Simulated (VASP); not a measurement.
# Ir in VASP: a series of runs, part 2 of 2

VASP 6.6.1.

### 4 Single point, revPBE+D4, non-collinear spin, typed start (the cell strained at random)

Input file INCAR:

```
SYSTEM = Ir
PREC = Accurate
ENCUT = 520
EDIFF = 1E-6
ISMEAR = -1
SIGMA = 0.05
LREAL = .FALSE.
LASPH = .TRUE.
NELM = 150
ALGO = Normal
ISIF = 2
LWAVE = .FALSE.
LCHARG = .FALSE.
LNONCOLLINEAR = .TRUE.
MAGMOM = 0.087 -0.159 -0.187
LORBIT = 11
LMAXMIX = 4
GGA = RE
IVDW = 13
NBANDS = 20
```

Input file KPOINTS:

```
regular mesh
0
G
  9 9 9
  0 0 0
```

Input file POSCAR:

```
Ir
1.0
   -0.0000027801      1.9117267768      1.9118738341
    1.9118336404     -0.0000007665      1.9118691901
    1.9118358404      1.9117267978     -0.0000023310
Ir
1
Direct
    0.0000000000      0.0000000000      0.0000000000
```

Potentials or basis: VASP PAW PBE potentials, release 64 (Ir).

Launch:

```bash
> cat potpaw_PBE.64/Ir/POTCAR > POTCAR
> mpirun -np 1 vasp_ncl > vasp.out
```

OUTCAR:

```text
SYSTEM = Ir
   PREC = Accurate
   ENCUT = 520
   EDIFF = 1E-6
   ISMEAR = -1
   LREAL = .FALSE.
   LASPH = .TRUE.
   NELM = 150
   ISIF = 2
   LNONCOLLINEAR = .TRUE.
   LORBIT = 11
   GGA = RE
   IVDW = 13

 ion  position               nearest neighbor table
   1  0.000  0.000  0.000-

  LATTYP: Found a face centered orthorhombic cell.
 ALAT       =     3.8234543411
 B/A-ratio  =     1.0000569955
 C/A-ratio  =     1.0000761129

  Lattice vectors:

 A1 = (   1.9118386205,   0.0000000210,  -1.9118761651)
 A2 = (   0.0000022000,   1.9117275643,  -1.9118715211)
 A3 = (   1.9118358404,   1.9117267978,  -0.0000023310)

Analysis of symmetry for initial positions (statically):
=====================================================================
 Subroutine PRICEL returns:
 Original cell was already a primitive cell.

 Routine SETGRP: Setting up the symmetry group for a
 face centered orthorhombic supercell.

 Subroutine GETGRP returns: Found  8 space group operations
 (whereof  8 operations were pure point group operations)
 out of a pool of  8 trial point group operations.

The static configuration has the point symmetry D_2h.

Analysis of symmetry for dynamics (positions and initial velocities):
=====================================================================
 Subroutine PRICEL returns:
 Original cell was already a primitive cell.

 Routine SETGRP: Setting up the symmetry group for a
 face centered orthorhombic supercell.

 Subroutine GETGRP returns: Found  8 space group operations
 (whereof  8 operations were pure point group operations)
 out of a pool of  8 trial point group operations.

The dynamic configuration has the point symmetry D_2h.

Analysis of structural, dynamic, and magnetic symmetry:
=====================================================================
 Subroutine PRICEL returns:
 Original cell was already a primitive cell.

[... 134 lines left out ...]
   LEPSILON=     F    determine dielectric tensor
   LRPA    =     F    only Hartree local field effects (RPA)
  energy-cutoff  :      520.00
  volume of cell :       13.98
 maximum number of plane-waves:       770
   NGX =  9   NGY =  9   NGZ =  9

 number of electron       9.0000001 magnetization       0.0000897     -0.0000917     -0.0001102

 number of electron       9.0000001 magnetization      -0.0000391      0.0000271      0.0000333

 Free energy of the ion-electron system (eV)
  ---------------------------------------------------
  ext. energy  EPLUGINS =         0.00000000
  ---------------------------------------------------
  free energy    TOTEN  =        -8.30800455 eV

  energy without entropy =       -8.30415514  energy(sigma->0) =       -8.30607984

 E-fermi :  10.5740     XC(G=0): -14.0363

 val. band max:       10.4352111913   @ k =  -0.0000   0.0000   0.3333
 cond. band min:      10.6159968544   @ k =  -0.1111   0.3333   0.4444
 fundamental gap:      0.1807856631
 Fermi energy:        10.5740222239

 k-point     1 :       0.0000    0.0000    0.0000
  band No.  band energies     occupation
      1      -0.5634      1.00000
      2      -0.5633      1.00000
      3       6.7170      1.00000
      4       6.7170      1.00000
      5       6.7172      1.00000
      6       6.7173      1.00000
[... 541 lines left out ...]
     19      32.6844      0.00000
     20      32.6845      0.00000

 [... further k-points ...]

------------------------ aborting loop because EDIFF is reached ----------------------------------------

  DFT-D4 for vdW energy calculation

  Edisp (eV):   -1.50071

  FORCE on cell =-STRESS in cart. coord.  units (eV):
  Direction    XX          YY          ZZ          XY          YZ          ZX
  --------------------------------------------------------------------------------------
  -------------------------------------------------------------------------------------
  Total       0.05439     0.05661     0.05364     0.00001    -0.00001     0.00009
  in kB       6.23490     6.48955     6.14908     0.00114    -0.00134     0.01024
  external pressure =        6.29 kB  Pullay stress =        0.00 kB

 VOLUME and BASIS-vectors are now :
 -----------------------------------------------------------------------------
  energy-cutoff  :      520.00
  volume of cell :       13.98
      direct lattice vectors                 reciprocal lattice vectors
    -0.000002780  1.911726777  1.911873834    -0.261528163  0.261543399  0.261523405
     1.911833640 -0.000000766  1.911869190     0.261529117 -0.261543715  0.261523978
     1.911835840  1.911726798 -0.000002331     0.261528265  0.261543795 -0.261523297

 POSITION                                       TOTAL-FORCE (eV/Angst)
 -----------------------------------------------------------------------------------
      0.00000      0.00000      0.00000         0.000000      0.000000     -0.000000
 -----------------------------------------------------------------------------------
    total drift:                               -0.000000     -0.000000     -0.000000

  FREE ENERGIE OF THE ION-ELECTRON SYSTEM (eV)
  ---------------------------------------------------
  free  energy   TOTEN  =        -9.8087097879 eV

  energy  without entropy=       -9.8048603752  energy(sigma->0) =       -9.80678508

 total charge

# of ion       s       p       d       tot
------------------------------------------
    1        0.683   0.762   6.997   8.442

 magnetization (x)

# of ion       s       p       d       tot
------------------------------------------
    1        0.000   0.000  -0.000  -0.000

 magnetization (y)

# of ion       s       p       d       tot
------------------------------------------
    1       -0.000  -0.000   0.000   0.000

 magnetization (z)

# of ion       s       p       d       tot
------------------------------------------
    1       -0.000  -0.000   0.000   0.000
```

OSZICAR:

```text
N       E                     dE             d eps       ncg     rms          rms(c)
DAV:   1     0.757183819773E+02    0.75718E+02   -0.39918E+03 14680   0.897E+02
DAV:   2    -0.668739088308E+01   -0.82406E+02   -0.72806E+02 14976   0.262E+02
DAV:   3    -0.879083343262E+01   -0.21034E+01   -0.20747E+01 17276   0.500E+01
DAV:   4    -0.881815289199E+01   -0.27319E-01   -0.27306E-01 16500   0.485E+00
DAV:   5    -0.881891986578E+01   -0.76697E-03   -0.76695E-03 17288   0.848E-01    0.156E+01
DAV:   6    -0.840233666351E+01    0.41658E+00   -0.37613E-01 16992   0.105E+01    0.655E+00
DAV:   7    -0.831339683290E+01    0.88940E-01   -0.13435E-01 19248   0.585E+00    0.161E+00
DAV:   8    -0.831085345645E+01    0.25434E-02   -0.33267E-03 15924   0.627E-01    0.985E-01
DAV:   9    -0.830795661032E+01    0.28968E-02   -0.18697E-03 17612   0.605E-01    0.164E-01
DAV:  10    -0.830800118533E+01   -0.44575E-04   -0.63846E-05 18612   0.770E-02    0.479E-02
DAV:  11    -0.830800233612E+01   -0.11508E-05   -0.24662E-06 16600   0.225E-02    0.939E-03
DAV:  12    -0.830800379241E+01   -0.14563E-05   -0.33018E-07  9128   0.584E-03    0.452E-03
DAV:  13    -0.830800454893E+01   -0.75652E-06   -0.20228E-07  8180   0.483E-03
   1 F= -.98087098E+01 E0= -.98067851E+01  d E =-.384941E-02  mag=    -0.0000     0.0000     0.0000
```

Wall time 2.3 min (1 thread of AMD EPYC 9R45 (Zen 5), shared host); peak memory 0.23 GiB.

What came out:

- Free energy: -9.8087 eV
- Pressure: 0.6 GPa
- Band gap on the k mesh: zero (band 9 reaches 12.00 eV, above the bottom of band 10 at 8.35 eV)
- Net moment: 0.00 μB per cell
- Valence electrons inside the program's atomic spheres: Ir 8.44
- Dispersion energy per atom: -1.501 eV

Levels at points of the mesh, in eV from the Fermi level:
```
           k point  band 5  band 6  band 7  band 8  band 9  band 10  band 11  band 12
(0.00, 0.00, 0.00)   -3.86   -3.86   -3.86   -3.86   -1.13    -1.13    -1.13    -1.13
```

Moments on the atoms (μB; x, y, z):
```
Ir  0.00 0.00 0.00
```

Caveat: the cell differs from its parent crystal (the cell strained at random); the PAW data sets were made with another functional, which shifts forces and pressure a little; spin-orbit coupling is left out, which moves the levels of the heavy elements; pairwise dispersion overbinds metals, which lowers pressure and volume.

### 5 Overview

```csv
task,level,spin,U,cell,k mesh,cutoff (eV),smearing,gap on the mesh (eV),pressure (GPa)
single point,r2SCAN+U,off,Ir d U = 6.2 eV,"a = 2.684 Å, angles 60.0°, 1 atom",12 × 12 × 12,520,methfessel-paxton 0.01 eV,none,-9.6
relaxation of cell and atoms,r2SCAN+U,off,Ir d U = 6.2 eV,"relaxed from a = 2.709 Å, angles 60.0°, 1 atom",12 × 12 × 12,600,methfessel-paxton 0.01 eV,none,0.0
single point,revPBE+D4,"non-collinear, typed start",-,"a = 2.704 Å, angles 60.0°, 1 atom",9 × 9 × 9,520,fermi-dirac 0.05 eV,none,0.6
```

Alike in all rows: potentials or basis VASP PAW PBE potentials, release 64 (Ir).

Caveats: the PAW data sets were made with another functional, which shifts forces and pressure a little; spin-orbit coupling is left out, which moves the levels of the heavy elements; U without spin polarisation on a metal has little footing (some runs); the U is typed as a test and isn't derived for this compound (some runs); pairwise dispersion overbinds metals, which lowers pressure and volume (some runs).

Absolute energies hang on the potentials; compare differences alone.
